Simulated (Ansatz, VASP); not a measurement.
# Rh in VASP and in Ansatz

```
Rh
1.0
     0.00000    1.82933    1.97622
     1.82933    0.00000    1.97622
     1.82933    1.82933    0.00000
Rh
1
Direct
  0.00000 0.00000 0.00000
```

Alike in both runs: task single point; functional LDA; k mesh 22 × 22 × 22; occupations gaussian, width 0.15 eV; no spin polarisation.

|  | VASP | Ansatz |
| --- | --- | --- |
| version | VASP 6.6.1 | Ansatz 0.2.0 |
| potentials or method | VASP PAW LDA potentials, release 64 (Rh_pv), cutoff 520 eV | scalar-relativistic, plane waves, PAW |
| valence electrons in the cell | 15 | 17 |

```csv
,VASP,Ansatz,Ansatz less VASP
gap on the k mesh at the Fermi level (eV),none,none,-
pressure (GPa),2.0,1.2,-0.83
"traceless stress, the component that is largest in VASP (GPa)",-14.67,-14.68,-0.015
```

Ansatz warns that its potentials were made for another functional, while VASP's fit it. LDA's correlation is that of Perdew and Zunger in VASP and of Perdew and Wang (1992) in Ansatz. A gap of «none» marks a metal or a gap that the smearing closes. VASP's potentials hold 15 valence electrons a cell and Ansatz's 17, so a difference there can come from the potentials and not from the codes.
